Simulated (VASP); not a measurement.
# C (Fmmm) in VASP: further runs

C is run at these levels: PBE+D3(BJ); tasks: single point.

Everything below comes from runs of VASP 6.6.1. Logs are shortened: lines on timing, memory, paths and dates and some standing lists are left out, and cuts for length are marked.

**1. The cell of the first run**

It takes space group Fmmm (No. 69, orthorhombic). The conventional cell has a = 2.499 Å, b = 4.327 Å, c = 6.616 Å, α = 90.00°, β = 90.00°, γ = 90.00°. Within 1.9 Å of C (site symmetry m2m) lie 3 C at 1.44 Å.

**2. Single point, PBE+D3(BJ)**

File INCAR:

```
ALGO = Normal ; EDIFF = 1E-6
ENCUT = 520 ; GGA = PE
ISIF = 2 ; ISMEAR = 0
IVDW = 12 ; LASPH = T
LCHARG = T ; LELF = T
LREAL = F ; LVHAR = T
LWAVE = F ; NBANDS = 16
NELM = 60 ; PREC = Accurate
SIGMA = 0.15
```

File KPOINTS:

```
k-points
0
Gamma
  24 24 8
```

File POSCAR:

```
C
1.0
    1.2496583434     -2.1633846282      0.0000000000
    1.2496583434      2.1633846282      0.0000000000
    0.0000000000      0.0000000000      6.6164467411
C
4
Direct
    0.0833101797      0.9166898203      0.7500000000
    0.5833101797      0.4166898203      0.2500000000
    0.9166898203      0.0833101797      0.2500000000
    0.4166898203      0.5833101797      0.7500000000
```

Potentials or basis: VASP PAW PBE potentials, release 64 (C).

On the command line:

```sh
$ cat potpaw_PBE.64/C/POTCAR > POTCAR
$ mpirun -np 1 vasp_std > vasp.out
```

OUTCAR:

```text
EDIFF = 1E-6
   ENCUT = 520
   GGA = PE
   ISIF = 2
   ISMEAR = 0
   IVDW = 12
   LASPH = T
   LREAL = F
   NELM = 60
   PREC = Accurate
 IVDW          = 12

 ion  position               nearest neighbor table
   1  0.083  0.917  0.750-   4 1.44   4 1.44   4 1.44
   2  0.583  0.417  0.250-   3 1.44   3 1.44   3 1.44
   3  0.917  0.083  0.250-   2 1.44   2 1.44   2 1.44
   4  0.417  0.583  0.750-   1 1.44   1 1.44   1 1.44

  LATTYP: Found a base centered orthorhombic cell.
 ALAT       =     2.4993166868
 B/A-ratio  =     1.7311808781
 C/A-ratio  =     2.6473022711

  Lattice vectors:

 A1 = (   1.2496583434,  -2.1633846282,   0.0000000000)
 A2 = (   1.2496583434,   2.1633846282,   0.0000000000)
 A3 = (   0.0000000000,   0.0000000000,   6.6164467411)

Analysis of symmetry for initial positions (statically):
=====================================================================
 Subroutine PRICEL returns following result:

  LATTYP: Found a face centered orthorhombic cell.
 ALAT       =     2.4993166868
 B/A-ratio  =     1.7311808781
 C/A-ratio  =     2.6473022711

  Lattice vectors:

 A1 = (   0.0000000000,  -2.1633846282,  -3.3082233705)
 A2 = (   1.2496583434,   0.0000000000,  -3.3082233705)
 A3 = (   1.2496583434,  -2.1633846282,   0.0000000000)

   2 primitive cells build up your supercell.

 Routine SETGRP: Setting up the symmetry group for a
 base centered orthorhombic supercell.

 Subroutine GETGRP returns: Found  8 space group operations
 (whereof  4 operations were pure point group operations)
 out of a pool of  8 trial point group operations.

The static configuration has the point symmetry C_2h.
 The point group associated with its full space group is D_2h.

Analysis of symmetry for dynamics (positions and initial velocities):
=====================================================================
 Subroutine PRICEL returns following result:

  LATTYP: Found a face centered orthorhombic cell.
 ALAT       =     2.4993166868
 B/A-ratio  =     1.7311808781
 C/A-ratio  =     2.6473022711

  Lattice vectors:

 A1 = (   0.0000000000,  -2.1633846282,  -3.3082233705)
 A2 = (   1.2496583434,   0.0000000000,  -3.3082233705)
 A3 = (   1.2496583434,  -2.1633846282,   0.0000000000)

   2 primitive cells build up your supercell.

 Routine SETGRP: Setting up the symmetry group for a
 base centered orthorhombic supercell.

 Subroutine GETGRP returns: Found  8 space group operations
 (whereof  4 operations were pure point group operations)
 out of a pool of  8 trial point group operations.

The dynamic configuration has the point symmetry C_2h.
 The point group associated with its full space group is D_2h.

 Subroutine INISYM returns: Found  8 space group operations
 (whereof  4 operations are pure point group operations),
 and found     2 'primitive' translations

----------------------------------------------------------------------------------------

                                     Primitive cell

  volume of cell :      17.8875

  direct lattice vectors                    reciprocal lattice vectors
     0.000000000 -2.163384628 -3.308223371    -0.400109360 -0.231119327 -0.151138525
     1.249658343  0.000000000 -3.308223371     0.400109360  0.231119327 -0.151138525
     1.249658343 -2.163384628  0.000000000     0.400109360 -0.231119327  0.151138525

  length of vectors
     3.952793306  3.536380614  2.498375277     0.486154808  0.486154808  0.486154808

  position of ions in fractional coordinates (direct lattice)
     0.333310180  0.166689820  0.833310180
     0.666689820  0.833310180  0.166689820

  ion indices of the primitive-cell ions
   primitive index   ion index
                 1           1
                 2           4

----------------------------------------------------------------------------------------

 KPOINTS: k-points

Automatic generation of k-mesh.
 Grid dimensions read from file:
 generate k-points for:   24   24    8

 Generating k-lattice:

  Cartesian coordinates                     Fractional coordinates (reciprocal lattice)
     0.016671223 -0.009629972  0.000000000     0.041666667  0.000000000  0.000000000
     0.016671223  0.009629972  0.000000000     0.000000000  0.041666667  0.000000000
     0.000000000  0.000000000  0.018892316     0.000000000  0.000000000  0.125000000

  Length of vectors
     0.019252689  0.019252689  0.018892316

  Shift w.r.t. Gamma in fractional coordinates (k-lattice)
     0.000000000  0.000000000  0.000000000

 Subroutine IBZKPT returns following result:
 ===========================================

 Found    785 irreducible k-points:

 Following reciprocal coordinates:
            Coordinates               Weight
  0.000000  0.000000  0.000000      1.000000
  0.041667  0.000000  0.000000      4.000000
  0.083333  0.000000  0.000000      4.000000
  0.125000  0.000000  0.000000      4.000000
  0.166667  0.000000  0.000000      4.000000
  0.208333  0.000000  0.000000      4.000000
[... 16 lines left out ...]
  0.416667  0.041667  0.000000      4.000000
  0.458333  0.041667  0.000000      4.000000
 [... further k-points ...]
   k-points           NKPTS =    785   k-points in BZ     NKDIM =    785   number of bands    NBANDS=     16
   number of dos      NEDOS =    301   number of ions     NIONS =      4
   total plane-waves  NPLWV =  20000
   dimension x,y,z NGX =    20 NGY =   20 NGZ =   50
   dimension x,y,z NGXF=    40 NGYF=   40 NGZF=  100
   ions per type =               4
   NGX,Y,Z   is equivalent  to a cutoff of  13.31, 13.31, 12.56 a.u.
   NGXF,Y,Z  is equivalent  to a cutoff of  26.62, 26.62, 25.13 a.u.
 SYSTEM =  unknown system
   PREC   = accura    normal or accurate (medium, high low for compatibility)
   ISTART =      0    job   : 0-new  1-cont  2-samecut
   ICHARG =      2    charge: 1-file 2-atom 10-const
   ISPIN  =      1    spin polarized calculation?
   LNONCOLLINEAR =      F non collinear calculations
   LSORBIT =      F    spin-orbit coupling
   LASPH  =      T    aspherical Exc in radial PAW
   ENCUT  =  520.0 eV  38.22 Ry    6.18 a.u.   4.65  4.65 12.30*2*pi/ulx,y,z
   NELM   =     60;   NELMIN=  2; NELMDL= -5     # of ELM steps
   EDIFF  = 0.1E-05   stopping-criterion for ELM
   LREAL  =      F    real-space projection
   EDIFFG = 0.1E-04   stopping-criterion for IOM
   NSW    =      0    number of steps for IOM
   IBRION =     -1    ionic relax: 0-MD 1-quasi-New 2-CG
   NFREE  =      0    steps in history (QN), initial steepest desc. (CG)
   ISIF   =      2    stress and relaxation
   ISYM   =      2    0-nonsym 1-usesym 2-fastsym
   POTIM  = 0.5000    time-step for ionic-motion
   TEBEG  =    0.0;   TEEND  =   0.0 temperature during run
   PSTRESS=    0.0 pullay stress
   NELECT =      16.0000    total number of electrons
   NUPDOWN=      -1.0000    fix difference up-down
   EMIN   =  10.00;   EMAX   =-10.00  energy-range for DOS
   EFERMI =   0.00;   METHOD = LEGACY
   ISMEAR =     0;   SIGMA  =   0.15  broadening in eV -4-tet -1-fermi 0-gaus
   EFERMI_NEDOS =   21; number of points for ismear=-14 and -15
   IALGO  =     38    algorithm
   IMIX   =      4    mixing-type and parameters
     AMIX     =   0.40;   BMIX     =  1.00
     AMIX_MAG =   1.60;   BMIX_MAG =  1.00
  volume/ion in A,a.u.               =       8.94        60.36
  Fermi-wavevector in a.u.,A,eV,Ry     =   1.251954  2.365849 21.325603  1.567388
  Thomas-Fermi vector in A             =   2.385877
   LORBIT       =      0    0 simple, 1 ext, 2 COOP (PROOUT), +10 PAW based schemes
   GGA     = PE    functional components
   LHFCALC =     F    Hartree Fock is set to
   AEXX    =    0.0000 exact exchange contribution
   IVDW    =    12    specifies the selected vdW correction
   LEPSILON=     F    determine dielectric tensor
   LRPA    =     F    only Hartree local field effects (RPA)
 non-spin polarized calculation
 Gauss-broadening in eV      SIGMA  =   0.15
  energy-cutoff  :      520.00
  volume of cell :       35.78
 maximum number of plane-waves:       985
   NGX =  9   NGY =  9   NGZ = 25

 number of electron      16.0000001 magnetization

 Free energy of the ion-electron system (eV)
  ---------------------------------------------------
  ext. energy  EPLUGINS =         0.00000000
  ---------------------------------------------------
  free energy    TOTEN  =       -36.78296736 eV

  energy without entropy =      -36.78232773  energy(sigma->0) =      -36.78264755

 E-fermi :   4.6066     XC(G=0): -10.3346

 val. band max:        4.5885343641   @ k =   0.3750   0.3333   0.0000
 cond. band min:       4.6519363000   @ k =   0.3333   0.3333   0.3750
 fundamental gap:      0.0634019359
 Fermi energy:         4.6065884442

 k-point     1 :       0.0000    0.0000    0.0000
  band No.  band energies     occupation
      1     -14.7853      2.00000
      2     -14.4444      2.00000
      3      -3.7558      2.00000
      4      -1.6148      2.00000
      5       1.5165      2.00000
      6       1.5382      2.00000
[... 8 lines left out ...]
     15      15.6115      0.00000
     16      15.6210      0.00000

 k-point     2 :       0.0417    0.0000    0.0000
  band No.  band energies     occupation
      1     -14.7448      2.00000
      2     -14.4047      2.00000
      3      -3.7069      2.00000
      4      -1.5696      2.00000
      5       1.3541      2.00000
      6       1.3895      2.00000
[... 8 lines left out ...]
     15      15.4946      0.00000
     16      15.6396      0.00000

 k-point     3 :       0.0833    0.0000    0.0000
  band No.  band energies     occupation
      1     -14.6233      2.00000
      2     -14.2857      2.00000
      3      -3.5606      2.00000
      4      -1.4343      2.00000
      5       0.8747      2.00000
      6       0.9211      2.00000
[... 8 lines left out ...]
     15      15.1280      0.00000
     16      15.7420      0.00000
[... 362 lines left out ...]
 k-point    23 :       0.4167    0.0417    0.0000
  band No.  band energies     occupation
      1     -10.4631      2.00000
      2     -10.2252      2.00000
      3      -7.5130      2.00000
      4      -7.3225      2.00000
      5      -1.7715      2.00000
      6      -1.7405      2.00000
[... 8 lines left out ...]
     15      18.5178      0.00000
     16      19.2968      0.00000

 k-point    24 :       0.4583    0.0417    0.0000
  band No.  band energies     occupation
      1      -9.7524      2.00000
      2      -9.6022      2.00000
      3      -8.2708      2.00000
      4      -8.1349      2.00000
      5      -1.8505      2.00000
      6      -1.8192      2.00000
[... 8 lines left out ...]
     15      18.8811      0.00000
     16      18.9382      0.00000

 [... further k-points ...]

------------------------ aborting loop because EDIFF is reached ----------------------------------------

 Edisp (eV)   -0.63085

 E8    (eV) :    -0.1791

  FORCE on cell =-STRESS in cart. coord.  units (eV):
  Direction    XX          YY          ZZ          XY          YZ          ZX
  --------------------------------------------------------------------------------------
  -------------------------------------------------------------------------------------
  Total      -3.64096    -3.68709     0.24106     0.00000    -0.00000     0.00000
  in kB    -163.05949  -165.12584    10.79579     0.00000    -0.00000     0.00000
  external pressure =     -105.80 kB  Pullay stress =        0.00 kB

 VOLUME and BASIS-vectors are now :
 -----------------------------------------------------------------------------
  energy-cutoff  :      520.00
  volume of cell :       35.78
      direct lattice vectors                 reciprocal lattice vectors
     1.249658343 -2.163384628  0.000000000     0.400109360 -0.231119327  0.000000000
     1.249658343  2.163384628  0.000000000     0.400109360  0.231119327  0.000000000
     0.000000000  0.000000000  6.616446741     0.000000000  0.000000000  0.151138525

 POSITION                                       TOTAL-FORCE (eV/Angst)
 -----------------------------------------------------------------------------------
      1.24966      1.80292      4.96234         0.000000     -0.003269      0.000000
      1.24966     -0.36046      1.65411         0.000000     -0.003269      0.000000
      1.24966     -1.80292      1.65411         0.000000      0.003269     -0.000000
      1.24966      0.36046      4.96234         0.000000      0.003269     -0.000000
 -----------------------------------------------------------------------------------
    total drift:                                0.000000     -0.000000      0.000000

  FREE ENERGIE OF THE ION-ELECTRON SYSTEM (eV)
  ---------------------------------------------------
  free  energy   TOTEN  =       -37.4138211268 eV

  energy  without entropy=      -37.4131814989  energy(sigma->0) =      -37.41350131
```

It took 8.9 min on 1 thread of Intel Xeon 8259CL, shared host; peak memory 0.42 GiB.

Results:

| Property | Result |
| --- | --- |
| Free energy | -37.4138 eV |
| Pressure | -10.6 GPa |
| Largest force | 0.003 eV/Å |
| Band gap on the k mesh | zero (bands 8 and 9 overlap by 0.03 eV) |
| Dispersion energy per atom | -0.158 eV |

Forces in eV/Å, atoms in the order of the input:
```
C    0.000 -0.003  0.000
C    0.000 -0.003  0.000
C    0.000  0.003  0.000
C    0.000  0.003  0.000
```

Caveat: the stress differs along the axes, from -17 to 1 GPa.

**3. Single point, PBE+D3(BJ)**

This run uses another cell than the first one, of the same volume but with other edges.

File INCAR:

```
SYSTEM = C
ALGO = Normal ; EDIFF = 1E-6
ENCUT = 520 ; GGA = PE
ISIF = 2 ; ISMEAR = 0
IVDW = 12 ; LASPH = .TRUE.
LCHARG = .TRUE. ; LELF = .TRUE.
LREAL = .FALSE. ; LVHAR = .TRUE.
LWAVE = .FALSE. ; NBANDS = 16
NELM = 60 ; PREC = Accurate
SIGMA = 0.15
```

File KPOINTS:

```
k-points
0
G
  24 24 8
  0 0 0
```

File POSCAR:

```
C
1.0
    1.2128821496     -2.0997183848      0.0000000000
    1.2128821496      2.0997183848      0.0000000000
    0.0000000000      0.0000000000      7.0237686514
C
4
Direct
    0.0833101797      0.9166898203      0.7500000000
    0.5833101797      0.4166898203      0.2500000000
    0.9166898203      0.0833101797      0.2500000000
    0.4166898203      0.5833101797      0.7500000000
```

Potentials or basis: VASP PAW PBE potentials, release 64 (C).

On the command line:

```sh
$ cat potpaw_PBE.64/C/POTCAR > POTCAR
$ mpirun -np 1 vasp_std > vasp.out
```

Run time: 9.3 min. Hardware: 1 thread of Intel Xeon 8259CL, shared host; peak memory 0.42 GiB.

Results (log left out):

| Property | Result |
| --- | --- |
| Free energy | -37.3762 eV |
| Pressure | 14.9 GPa |
| Band gap on the k mesh | zero (filled and empty bands touch) |
| Dispersion energy per atom | -0.148 eV |

Stress tensor (GPa, compression positive):
```
22.79  0.00  0.00
 0.00 22.96  0.00
 0.00  0.00 -1.06
```

Levels at points of the mesh, in eV from the Fermi level:
| k point | band 5 | band 6 | band 7 | band 8 | band 9 | band 10 | band 11 | band 12 |
| --- | --- | --- | --- | --- | --- | --- | --- | --- |
| (0.00, 0.00, 0.00) | -3.01 | -3.00 | -2.99 | -2.99 | 3.75 | 8.63 | 8.65 | 8.68 |
| (0.50, 0.00, 0.00) | -6.53 | -6.53 | -2.51 | -2.51 | 1.82 | 1.82 | 7.89 | 7.89 |
| (0.50, 0.50, 0.00) | -6.56 | -6.53 | -2.96 | -1.89 | 1.11 | 2.37 | 7.73 | 8.01 |
| (0.00, 0.00, 0.50) | -3.00 | -3.00 | -2.99 | -2.99 | 6.05 | 6.05 | 8.66 | 8.66 |
| (0.50, 0.00, 0.50) | -6.53 | -6.53 | -2.46 | -2.46 | 1.68 | 1.68 | 7.89 | 7.89 |
| (0.50, 0.50, 0.50) | -6.54 | -6.54 | -2.46 | -2.46 | 1.69 | 1.69 | 7.87 | 7.87 |

Caveat: the stress differs along the axes, from -1 to 23 GPa.

[end of part 1 of 2]

The gap in the log of VASP goes by the Fermi energy; the results here count the filled bands.